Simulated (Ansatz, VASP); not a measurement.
**Two plane-wave programs on Sc**

```
CELL_PARAMETERS angstrom
3.15350 0.00000 0.00000
-1.57675 2.73101 0.00000
0.00000 0.00000 5.43800
ATOMIC_POSITIONS crystal
Sc 0.33333 0.66667 0.25000
Sc 0.66667 0.33333 0.75000
```

Alike in both runs: task single point; functional PBE; k mesh 15 × 15 × 10; occupations gaussian, width 0.15 eV; no spin polarisation.

|  | VASP | Ansatz |
| --- | --- | --- |
| version | VASP 6.6.1 | Ansatz 0.2.0 |
| potentials or method | VASP PAW PBE potentials, release 64 (Sc_sv), cutoff 520 eV | scalar-relativistic, plane waves, PAW |
| valence electrons in the cell | 22 | 22 |

```csv
,VASP,Ansatz,Ansatz less VASP
gap on the k mesh at the Fermi level (eV),none,none,-
pressure (GPa),3.5,3.4,-0.04
"traceless stress, the component that is largest in VASP (GPa)",-5.06,-5.06,-0.001
```

A gap of «none» marks a metal or a gap that the smearing closes. The functional is the same, so the differences come from potentials, cutoffs and numerics.
